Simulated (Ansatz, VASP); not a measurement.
# Two plane-wave programs on MoS2

File INCAR:

```
  PREC = Accurate
  ENCUT = 520
  EDIFF = 1E-6
  ISMEAR = -1
  SIGMA = 0.05
  LREAL = False
  LASPH = True
  NELM = 80
  ALGO = Normal
  ISIF = 2
  LWAVE = False
  LCHARG = False
  GGA = CA
  NBANDS = 64
```

File KPOINTS:

```
Automatic mesh
0
Gamma
  10 10 1
```

Contents of POSCAR:

```
MoS2
1.0
    3.1837189491      0.0000000000      0.0000000000
   -1.5918594745      2.7571814884      0.0000000000
    0.0000000000      0.0000000000     34.4792384800
Mo S
4 8
Direct
    0.3333333333      0.6666666667      0.0935556300
    0.3333333333      0.6666666667      0.7209030300
    0.6666666667      0.3333333333      0.2790969700
    0.6666666667      0.3333333333      0.9064443700
    0.6666666667      0.3333333333      0.0485463000
    0.6666666667      0.3333333333      0.6759117500
    0.3333333333      0.6666666667      0.2340896600
    0.3333333333      0.6666666667      0.8614313100
    0.6666666667      0.3333333333      0.1385686900
    0.6666666667      0.3333333333      0.7659103400
    0.3333333333      0.6666666667      0.3240882500
    0.3333333333      0.6666666667      0.9514537000
```

input.yaml

```yaml
crystal:
  lattice:
    - [3.1837189491, 0.0, 0.0]
    - [-1.5918594745, 2.7571814884, 0.0]
    - [0.0, 0.0, 34.47923848]
  atoms:
    - { symbol: Mo, position: [0.3333333333, 0.6666666667, 0.09355563] }
    - { symbol: Mo, position: [0.3333333333, 0.6666666667, 0.72090303] }
    - { symbol: Mo, position: [0.6666666667, 0.3333333333, 0.27909697] }
    - { symbol: Mo, position: [0.6666666667, 0.3333333333, 0.90644437] }
    - { symbol: S, position: [0.6666666667, 0.3333333333, 0.0485463] }
    - { symbol: S, position: [0.6666666667, 0.3333333333, 0.67591175] }
    - { symbol: S, position: [0.3333333333, 0.6666666667, 0.23408966] }
    - { symbol: S, position: [0.3333333333, 0.6666666667, 0.86143131] }
    - { symbol: S, position: [0.6666666667, 0.3333333333, 0.13856869] }
    - { symbol: S, position: [0.6666666667, 0.3333333333, 0.76591034] }
    - { symbol: S, position: [0.3333333333, 0.6666666667, 0.32408825] }
    - { symbol: S, position: [0.3333333333, 0.6666666667, 0.9514537] }
hamiltonian:
  xc: lda
  pseudopotentials: { kind: paw }
kpoints:
  mp_grid: { grid: [10, 10, 1] }
scf:
  occupations: { method: fermi_dirac, width: 0.05 }
  n_extra_bands: 30
output:
  forces: true
  stress: true
  eigenvalues: true
  dos: { projected: true, de: 0.05, nscf_kmesh: { grid: [15, 15, 2] } }
```

Alike in both runs: functional LDA; k mesh 10 × 10 × 1; occupations fermi-dirac, width 0.05 eV; no spin polarisation.

|  | VASP | Ansatz |
| --- | --- | --- |
| version | VASP 6.6.1 | Ansatz 0.2.0 |
| potentials or method | VASP PAW LDA potentials, release 64 (Mo_sv, S) | Ansatz PAW |
| plane-wave cutoff (eV) | 520 | 420 |
| valence electrons in the cell | 104 | 104 |
| task | single point | projected density of states |

```tsv
	VASP	Ansatz	Ansatz less VASP
gap on the k mesh at the Fermi level (eV)	1.19	1.18	-0.010
least direct gap on the mesh (eV)	1.87	1.87	-0.006
rms of the force components (eV/Å)	0.148	0.156	+0.0081
```

LDA's correlation is that of Perdew and Zunger in VASP and of Perdew and Wang (1992) in Ansatz. Atom by atom the forces differ by 0.008 eV/Å (rms over components).
